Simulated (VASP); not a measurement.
# TaN (P-6m2) in VASP: further runs

Runs on TaN. Level: LDA+U. Tasks: single point.

Everything below comes from runs of VASP 6.6.1. Logs are shortened: lines on timing, memory, paths and dates and some standing lists are left out, and cuts for length are marked.

**1. The cell of the first run**

Symmetry: P-6m2, No. 187, hexagonal system. The conventional cell has a = 2.938 Å, b = 2.938 Å, c = 2.883 Å, α = 90.00°, β = 90.00°, γ = 120.00°. Ta (site symmetry -6m2) has 6 N at 2.23 Å and 2 Ta at 2.88 Å within 2.9 Å. N (site symmetry -6m2) has 6 Ta at 2.23 Å and 2 N at 2.88 Å within 2.9 Å.

**2. Single point, LDA+U**

File INCAR:

```
SYSTEM = TaN
ALGO = Normal ; EDIFF = 1E-6
ENCUT = 520 ; GGA = CA
ISIF = 2 ; ISMEAR = -1
LASPH = .TRUE. ; LCHARG = .FALSE.
LDAU = .TRUE. ; LDAUJ = 0 0
LDAUL = 2 -1 ; LDAUPRINT = 1
LDAUTYPE = 2 ; LDAUU = 3 0
LMAXMIX = 4 ; LREAL = .FALSE.
LWAVE = .FALSE. ; NBANDS = 15
NELM = 150 ; PREC = Accurate
SIGMA = 0.05
```

File KPOINTS:

```
k-points
0
G
  10 10 9
  0 0 0
```

File POSCAR:

```
TaN
1.0
    2.9380000000      0.0000000000      0.0000000000
   -1.4690000000      2.5443826363      0.0000000000
    0.0000000000      0.0000000000      2.8830000000
Ta N
1 1
Direct
    0.0000000000      0.0000000000      0.5000000000
    0.6666666667      0.3333333333      0.0000000000
```

Potentials or basis: VASP PAW LDA potentials, release 64 (Ta_pv, N).

Command:

```console
cat potpaw_LDA.64/Ta_pv/POTCAR potpaw_LDA.64/N/POTCAR > POTCAR
mpirun -np 1 vasp_std > vasp.out
```

OUTCAR:

```text
SYSTEM = TaN
   EDIFF = 1E-6
   ENCUT = 520
   GGA = CA
   ISIF = 2
   ISMEAR = -1
   LASPH = .TRUE.
   LREAL = .FALSE.
   NELM = 150
   PREC = Accurate

 ion  position               nearest neighbor table
   1  0.000  0.000  0.500-   2 2.23   2 2.23   2 2.23   2 2.23   2 2.23   2 2.23
   2  0.667  0.333  0.000-   1 2.23   1 2.23   1 2.23   1 2.23   1 2.23   1 2.23

  LATTYP: Found a hexagonal cell.
 ALAT       =     2.9380000000
 C/A-ratio  =     0.9812797822

  Lattice vectors:

 A1 = (   2.9380000000,   0.0000000000,   0.0000000000)
 A2 = (  -1.4690000000,   2.5443826363,   0.0000000000)
 A3 = (   0.0000000000,   0.0000000000,   2.8830000000)

Analysis of symmetry for initial positions (statically):
=====================================================================
 Subroutine PRICEL returns:
 Original cell was already a primitive cell.

 Routine SETGRP: Setting up the symmetry group for a
 hexagonal supercell.

 Subroutine GETGRP returns: Found 12 space group operations
 (whereof 12 operations were pure point group operations)
 out of a pool of 24 trial point group operations.

The static configuration has the point symmetry D_3h.

Analysis of symmetry for dynamics (positions and initial velocities):
=====================================================================
 Subroutine PRICEL returns:
 Original cell was already a primitive cell.

 Routine SETGRP: Setting up the symmetry group for a
 hexagonal supercell.

 Subroutine GETGRP returns: Found 12 space group operations
 (whereof 12 operations were pure point group operations)
 out of a pool of 24 trial point group operations.

The dynamic configuration has the point symmetry D_3h.

 Subroutine INISYM returns: Found 12 space group operations
 (whereof 12 operations are pure point group operations),
 and found     1 'primitive' translations

----------------------------------------------------------------------------------------

                                     Primitive cell

  volume of cell :      21.5516

  direct lattice vectors                    reciprocal lattice vectors
     2.938000000  0.000000000  0.000000000     0.340367597  0.196511324  0.000000000
    -1.469000000  2.544382636  0.000000000     0.000000000  0.393022648  0.000000000
     0.000000000  0.000000000  2.883000000     0.000000000  0.000000000  0.346860909

  length of vectors
     2.938000000  2.938000000  2.883000000     0.393022648  0.393022648  0.346860909

  position of ions in fractional coordinates (direct lattice)
     0.000000000  0.000000000  0.500000000
     0.666666667  0.333333333  0.000000000

  ion indices of the primitive-cell ions
   primitive index   ion index
                 1           1
                 2           2

----------------------------------------------------------------------------------------

 KPOINTS: k-points

Automatic generation of k-mesh.
 Grid dimensions read from file:
 generate k-points for:   10   10    9

 Generating k-lattice:

  Cartesian coordinates                     Fractional coordinates (reciprocal lattice)
     0.034036760  0.019651132  0.000000000     0.100000000  0.000000000  0.000000000
     0.000000000  0.039302265  0.000000000     0.000000000  0.100000000  0.000000000
     0.000000000  0.000000000  0.038540101     0.000000000  0.000000000  0.111111111

  Length of vectors
     0.039302265  0.039302265  0.038540101

  Shift w.r.t. Gamma in fractional coordinates (k-lattice)
     0.000000000  0.000000000  0.000000000

 Subroutine IBZKPT returns following result:
 ===========================================

 Found     70 irreducible k-points:

 Following reciprocal coordinates:
            Coordinates               Weight
[... 37 lines left out ...]
   ISPIN  =      1    spin polarized calculation?
   LNONCOLLINEAR =      F non collinear calculations
   LSORBIT =      F    spin-orbit coupling
   LASPH  =      T    aspherical Exc in radial PAW
   ENCUT  =  520.0 eV  38.22 Ry    6.18 a.u.   5.46  5.46  5.36*2*pi/ulx,y,z
   NELM   =    150;   NELMIN=  2; NELMDL= -5     # of ELM steps
   EDIFF  = 0.1E-05   stopping-criterion for ELM
   LREAL  =      F    real-space projection
   EDIFFG = 0.1E-04   stopping-criterion for IOM
   NSW    =      0    number of steps for IOM
   IBRION =     -1    ionic relax: 0-MD 1-quasi-New 2-CG
   NFREE  =      0    steps in history (QN), initial steepest desc. (CG)
   ISIF   =      2    stress and relaxation
   ISYM   =      2    0-nonsym 1-usesym 2-fastsym
   POTIM  = 0.5000    time-step for ionic-motion
   TEBEG  =    0.0;   TEEND  =   0.0 temperature during run
   PSTRESS=    0.0 pullay stress
   NELECT =      16.0000    total number of electrons
   NUPDOWN=      -1.0000    fix difference up-down
   EMIN   =  10.00;   EMAX   =-10.00  energy-range for DOS
   EFERMI =   0.00;   METHOD = LEGACY
   ISMEAR =    -1;   SIGMA  =   0.05  broadening in eV -4-tet -1-fermi 0-gaus
   EFERMI_NEDOS =   21; number of points for ismear=-14 and -15
   IALGO  =     38    algorithm
   IMIX   =      4    mixing-type and parameters
     AMIX     =   0.40;   BMIX     =  1.00
     AMIX_MAG =   1.60;   BMIX_MAG =  1.00
  volume/ion in A,a.u.               =      10.78        72.72
  Fermi-wavevector in a.u.,A,eV,Ry     =   1.482365  2.801264 29.897531  2.197407
  Thomas-Fermi vector in A             =   2.596160
   LORBIT       =      0    0 simple, 1 ext, 2 COOP (PROOUT), +10 PAW based schemes
 LDA+U is selected, type is set to LDAUTYPE =  2
   angular momentum for each species LDAUL =     2   -1
   U (eV)           for each species LDAUU =   3.0  0.0
   J (eV)           for each species LDAUJ =   0.0  0.0
   GGA     = CA    functional components
   LHFCALC =     F    Hartree Fock is set to
   AEXX    =    0.0000 exact exchange contribution
   IVDW    =     0    specifies the selected vdW correction
   LEPSILON=     F    determine dielectric tensor
   LRPA    =     F    only Hartree local field effects (RPA)
 non-spin polarized calculation
  energy-cutoff  :      520.00
  volume of cell :       21.55
 maximum number of plane-waves:       599
 NGX is ok and might be reduce to    24
   NGX = 11   NGY = 11   NGZ = 11

atom =   1  type =  1  l = 2

 onsite density matrix

spin component  1

  0.2625  0.0000  0.0000  0.0000  0.0000
  0.0000  0.1846  0.0000 -0.0000  0.0000
  0.0000  0.0000  0.3086  0.0000 -0.0000
  0.0000 -0.0000  0.0000  0.1846  0.0000
  0.0000  0.0000 -0.0000  0.0000  0.2625

spin component  2

  0.2625  0.0000  0.0000  0.0000  0.0000
  0.0000  0.1846  0.0000 -0.0000  0.0000
  0.0000  0.0000  0.3086  0.0000 -0.0000
  0.0000 -0.0000  0.0000  0.1846  0.0000
  0.0000  0.0000 -0.0000  0.0000  0.2625

 occupancies and eigenvectors

  o =  0.1846  v =  0.0000 -1.0000  0.0000 -0.0000  0.0000  0.0000  0.0000  0.0000  0.0000  0.0000      0.0000  0.0000  0.0000  0.0000  0.0000  0.0000  0.0000  0.0000  0.0000  0.0000
  o =  0.1846  v =  0.0000  0.0000  0.0000  0.0000  0.0000  0.0000 -1.0000  0.0000 -0.0000  0.0000      0.0000  0.0000  0.0000  0.0000  0.0000  0.0000  0.0000  0.0000  0.0000  0.0000
  o =  0.1846  v =  0.0000  0.0000  0.0000 -1.0000  0.0000  0.0000  0.0000  0.0000  0.0000  0.0000      0.0000  0.0000  0.0000  0.0000  0.0000  0.0000  0.0000  0.0000  0.0000  0.0000
  o =  0.1846  v =  0.0000  0.0000  0.0000  0.0000  0.0000  0.0000  0.0000  0.0000 -1.0000  0.0000      0.0000  0.0000  0.0000  0.0000  0.0000  0.0000  0.0000  0.0000  0.0000  0.0000
  o =  0.2625  v =  0.0000  0.0000  0.0000  0.0000  0.0000 -0.0764  0.0000  0.0000  0.0000  0.9971      0.0000  0.0000  0.0000  0.0000  0.0000  0.0000  0.0000  0.0000  0.0000  0.0000
  o =  0.2625  v = -0.0764  0.0000  0.0000  0.0000  0.9971  0.0000  0.0000  0.0000  0.0000  0.0000      0.0000  0.0000  0.0000  0.0000  0.0000  0.0000  0.0000  0.0000  0.0000  0.0000
  o =  0.2625  v = -0.9971 -0.0000 -0.0000 -0.0000 -0.0764  0.0000  0.0000  0.0000  0.0000  0.0000      0.0000  0.0000  0.0000  0.0000  0.0000  0.0000  0.0000  0.0000  0.0000  0.0000
  o =  0.2625  v =  0.0000  0.0000  0.0000  0.0000  0.0000 -0.9971 -0.0000 -0.0000 -0.0000 -0.0764      0.0000  0.0000  0.0000  0.0000  0.0000  0.0000  0.0000  0.0000  0.0000  0.0000
  o =  0.3086  v = -0.0000 -0.0000 -1.0000 -0.0000  0.0000  0.0000  0.0000  0.0000  0.0000  0.0000      0.0000  0.0000  0.0000  0.0000  0.0000  0.0000  0.0000  0.0000  0.0000  0.0000
  o =  0.3086  v =  0.0000  0.0000  0.0000  0.0000  0.0000 -0.0000 -0.0000 -1.0000 -0.0000  0.0000      0.0000  0.0000  0.0000  0.0000  0.0000  0.0000  0.0000  0.0000  0.0000  0.0000

 number of electron      16.0000001 magnetization

 Free energy of the ion-electron system (eV)
  ---------------------------------------------------
  ext. energy  EPLUGINS =         0.00000000
  ---------------------------------------------------
  free energy    TOTEN  =       -21.95470038 eV

  energy without entropy =      -21.95441370  energy(sigma->0) =      -21.95455704

 E-fermi :   8.6001     XC(G=0): -13.5905

 val. band max:        8.4725846989   @ k =   0.0000   0.0000   0.4444
 cond. band min:       8.7887570267   @ k =   0.0000   0.0000   0.3333
 fundamental gap:      0.3161723277
 Fermi energy:         8.6001061590

 k-point     1 :       0.0000    0.0000    0.0000
  band No.  band energies     occupation
      1     -26.7760      2.00000
      2     -26.5156      2.00000
      3     -26.5156      2.00000
      4      -9.2816      2.00000
      5       3.8819      2.00000
      6       3.8819      2.00000
      7       4.2114      2.00000
      8       5.4133      2.00000
      9      10.5570      0.00000
     10      12.0455      0.00000
     11      12.0455      0.00000
     12      12.7551      0.00000
     13      12.7551      0.00000
     14      20.1388      0.00000
[... 401 lines left out ...]
      2     -26.7965      2.00000
      3     -26.7316      2.00000
      4      -6.8705      2.00000
      5       0.2855      2.00000
      6       3.0683      2.00000
      7       4.2148      2.00000
      8       6.1929      2.00000
      9      11.1614      0.00000
     10      12.1427      0.00000
     11      13.0849      0.00000
     12      14.3419      0.00000
     13      17.2984      0.00000
     14      19.9699      0.00000
     15      20.2275      0.00000

 [... further k-points ...]
[... 5 lines left out ...]
  --------------------------------------------------------------------------------------
  -------------------------------------------------------------------------------------
  Total       -0.0369808     -0.0369808     -0.0704818      0.0000000      0.0000000      0.0000000
  in kB       -2.7492120     -2.7492120     -5.2397278      0.0000000      0.0000000      0.0000000
  external PRESSURE =      -3.5793839 kB  Pullay stress =       0.0000000 kB

 VOLUME and BASIS-vectors are now :
 -----------------------------------------------------------------------------
  energy-cutoff  :      520.00
  volume of cell :       21.55
      direct lattice vectors                 reciprocal lattice vectors
     2.938000000  0.000000000  0.000000000     0.340367597  0.196511324  0.000000000
    -1.469000000  2.544382636  0.000000000     0.000000000  0.393022648  0.000000000
     0.000000000  0.000000000  2.883000000     0.000000000  0.000000000  0.346860909

 POSITION                                       TOTAL-FORCE (eV/Angst)
 -----------------------------------------------------------------------------------
      0.00000      0.00000      1.44150        -0.000000      0.000000      0.000000
      1.46900      0.84813      0.00000         0.000000      0.000000      0.000000
 -----------------------------------------------------------------------------------
    total drift:                               -0.000000      0.000000      0.000000

  FREE ENERGIE OF THE ION-ELECTRON SYSTEM (eV)
  ---------------------------------------------------
  free  energy   TOTEN  =       -21.9547003816 eV

  energy  without entropy=      -21.9544137041  energy(sigma->0) =      -21.95455704
```

Wall time 8.3 s (1 thread of Intel Xeon Platinum 8488C (Sapphire Rapids), shared host); peak memory 0.14 GiB.

Results:

| Property | Result |
| --- | --- |
| Free energy | -21.9547 eV |
| Pressure | -0.4 GPa |
| Band gap on the k mesh | zero (band 8 reaches 8.79 eV, above the bottom of band 9 at 8.47 eV) |

Levels at points of the mesh, in eV from the Fermi level:
| k point | band 6 | band 7 | band 8 | band 9 | band 10 | band 11 |
| --- | --- | --- | --- | --- | --- | --- |
| (0.00, 0.00, 0.00) | -4.72 | -4.39 | -3.19 | 1.96 | 3.45 | 3.45 |
| (0.50, 0.00, 0.00) | -5.29 | -3.62 | -3.42 | 3.14 | 3.90 | 5.15 |

Eigenvalues of the final occupation matrices:
```tsv
site	spin	trace	eigenvalues
site 1 d	1	1.20	0.18 0.18 0.26 0.26 0.31
site 1 d	2	1.20	0.18 0.18 0.26 0.26 0.31
```

Caveat: spin-orbit coupling is left out, which moves the levels of the heavy elements; U without spin polarisation on a metal has little footing.

**3. Single point, LDA+U**

File INCAR:

```
PREC = Accurate
ENCUT = 520
EDIFF = 1E-7
ISMEAR = -1
SIGMA = 0.05
LREAL = F
LASPH = T
NELM = 150
ALGO = Normal
ISIF = 2
LWAVE = F
LCHARG = T
LMAXMIX = 4
LDAU = T
LDAUTYPE = 2
LDAUL = 2 -1
LDAUU = 4 0
LDAUJ = 0 0
LDAUPRINT = 1
LELF = T
LVHAR = T
NBANDS = 15
```

File KPOINTS:

```
regular mesh
0
Gamma
  10 10 9
```

POSCAR is that of step 2.

Potentials or basis: VASP PAW LDA potentials, release 64 (Ta_pv, N).

Command:

```console
cat potpaw_LDA.64/Ta_pv/POTCAR potpaw_LDA.64/N/POTCAR > POTCAR
mpirun -np 1 vasp_std > vasp.out
```

OUTCAR:

```text
PREC = Accurate
   ENCUT = 520
   EDIFF = 1E-7
   ISMEAR = -1
   LREAL = F
   LASPH = T
   NELM = 150
   ISIF = 2

 ion  position               nearest neighbor table
   1  0.000  0.000  0.500-   2 2.23   2 2.23   2 2.23   2 2.23   2 2.23   2 2.23
   2  0.667  0.333  0.000-   1 2.23   1 2.23   1 2.23   1 2.23   1 2.23   1 2.23

  LATTYP: Found a hexagonal cell.
 ALAT       =     2.9380000000
 C/A-ratio  =     0.9812797822

  Lattice vectors:

 A1 = (   2.9380000000,   0.0000000000,   0.0000000000)
 A2 = (  -1.4690000000,   2.5443826363,   0.0000000000)
 A3 = (   0.0000000000,   0.0000000000,   2.8830000000)

Analysis of symmetry for initial positions (statically):
=====================================================================
 Subroutine PRICEL returns:
 Original cell was already a primitive cell.

 Routine SETGRP: Setting up the symmetry group for a
 hexagonal supercell.

 Subroutine GETGRP returns: Found 12 space group operations
 (whereof 12 operations were pure point group operations)
 out of a pool of 24 trial point group operations.

The static configuration has the point symmetry D_3h.

[... 212 lines left out ...]
      7       4.3125      2.00000
      8       5.4743      2.00000
      9      10.5857      0.00000
     10      12.1712      0.00000
     11      12.1712      0.00000
     12      13.0098      0.00000
     13      13.0098      0.00000
     14      20.0176      0.00000
[... 401 lines left out ...]
      2     -26.8830      2.00000
      3     -26.8171      2.00000
      4      -6.7994      2.00000
      5       0.3459      2.00000
      6       3.1827      2.00000
      7       4.2942      2.00000
      8       6.3092      2.00000
      9      11.3306      0.00000
     10      12.3024      0.00000
     11      13.2385      0.00000
     12      14.5056      0.00000
     13      17.3518      0.00000
     14      19.9354      0.00000
     15      20.1716      0.00000

 [... further k-points ...]

------------------------ aborting loop because EDIFF is reached ----------------------------------------

  FORCE on cell =-STRESS in cart. coord.  units (eV):
  Direction    XX          YY          ZZ          XY          YZ          ZX
  --------------------------------------------------------------------------------------
  -------------------------------------------------------------------------------------
  Total        0.3924244      0.3924244      0.4078157      0.0000000     -0.0000000      0.0000000
  in kB       29.1734487     29.1734487     30.3176584      0.0000000     -0.0000000      0.0000000
  external PRESSURE =      29.5548520 kB  Pullay stress =       0.0000000 kB

 VOLUME and BASIS-vectors are now :
 -----------------------------------------------------------------------------
  energy-cutoff  :      520.00
  volume of cell :       21.55
      direct lattice vectors                 reciprocal lattice vectors
     2.938000000  0.000000000  0.000000000     0.340367597  0.196511324  0.000000000
    -1.469000000  2.544382636  0.000000000     0.000000000  0.393022648  0.000000000
     0.000000000  0.000000000  2.883000000     0.000000000  0.000000000  0.346860909

 POSITION                                       TOTAL-FORCE (eV/Angst)
 -----------------------------------------------------------------------------------
      0.00000      0.00000      1.44150        -0.000000      0.000000      0.000000
      1.46900      0.84813      0.00000         0.000000     -0.000000      0.000000
 -----------------------------------------------------------------------------------
    total drift:                               -0.000000      0.000000      0.000000

  FREE ENERGIE OF THE ION-ELECTRON SYSTEM (eV)
  ---------------------------------------------------
  free  energy   TOTEN  =       -21.0579291587 eV

  energy  without entropy=      -21.0576500353  energy(sigma->0) =      -21.05778960
```

It took 9 s on 1 thread of Intel Xeon Platinum 8488C (Sapphire Rapids), shared host; peak memory 0.14 GiB.

What came out:

```
Free energy            : -21.0579 eV
Pressure               : 3.0 GPa
Band gap on the k mesh : zero (band 8 reaches 8.96 eV, above the bottom of band 9 at 8.63 eV)
```

Levels at points of the mesh, in eV from the Fermi level:
```
           k point  band 5  band 6  band 7  band 8  band 9  band 10  band 11  band 12
(0.00, 0.00, 0.00)   -4.77   -4.77   -4.45   -3.29    1.82     3.41     3.41     4.25
(0.50, 0.00, 0.00)   -8.70   -5.32   -3.67   -3.52    3.22     3.86     5.15     5.26
```

Eigenvalues of the final occupation matrices:
```csv
site,spin,trace,eigenvalues
site 1 d,1,1.19,0.18 0.18 0.26 0.26 0.31
site 1 d,2,1.19,0.18 0.18 0.26 0.26 0.31
```

Caveat: spin-orbit coupling is left out, which moves the levels of the heavy elements; U without spin polarisation on a metal has little footing.
